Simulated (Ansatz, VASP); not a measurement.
# Two plane-wave programs on Cu

```
CELL_PARAMETERS angstrom
-1.45538 1.45538 1.36737
1.45538 -1.45538 1.36737
1.45538 1.45538 -1.36737
ATOMIC_POSITIONS crystal
Cu 0.00000 0.00000 0.00000
```

Alike in both runs: task single point; functional LDA; k mesh 24 × 24 × 24; occupations gaussian, width 0.15 eV; no spin polarisation.

|  | VASP | Ansatz |
| --- | --- | --- |
| version | VASP 6.6.1 | Ansatz 0.2.0 |
| potentials or method | VASP PAW LDA potentials, release 64 (Cu), cutoff 520 eV | scalar-relativistic, plane waves, PAW |
| valence electrons in the cell | 11 | 19 |

Ansatz gave:

```
gap on the k mesh at the Fermi level (eV)                     : none
pressure (GPa)                                                : -9.4
traceless stress, the component that is largest in VASP (GPa) : -0.19
```

Question: Estimate VASP's values.

Answer: gap on the k mesh at the Fermi level (eV): none; pressure (GPa): -8.4; traceless stress, the component that is largest in VASP (GPa): -0.18.

Ansatz warns that its potentials were made for another functional, while VASP's fit it. LDA's correlation is that of Perdew and Zunger in VASP and of Perdew and Wang (1992) in Ansatz. A gap of «none» marks a metal or a gap that the smearing closes. VASP's potentials hold 11 valence electrons a cell and Ansatz's 19, so a difference there can come from the potentials and not from the codes.
